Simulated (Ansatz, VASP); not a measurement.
## One calculation of Al, two programs

```xyz
1
Lattice="0.0000 1.6142 1.6142 1.6142 0.0000 1.6142 1.6142 1.6142 0.0000" Properties=species:S:1:pos:R:3 pbc="T T T"
Al    0.0000    0.0000    0.0000
```

Change from the starting cell: volume scaled by 0.52, LAPW.

Alike in both runs: task single point; functional PBEsol; k mesh 16 × 16 × 16; occupations fermi-dirac, width 0.1 eV; no spin polarisation.

```csv
,VASP,Ansatz
version,VASP 6.6.1,Ansatz 0.2.0
potentials or method,"VASP PAW PBE potentials, release 64 (Al), cutoff 520 eV","all-electron LAPW, scalar-relativistic"
```

VASP gave:

```
pressure (GPa) : 212.9
```

Problem. What did Ansatz give for the same quantities?

Solution. Pressure (GPa): 209.4.

VASP's potentials were made for PBE, not for PBEsol. Both programs put the cell under a high pressure, so it lies far from rest at this level. Ansatz ran all-electron here, and VASP with PAW potentials.

Noted on VASP's run: the cell as given lies far from equilibrium.
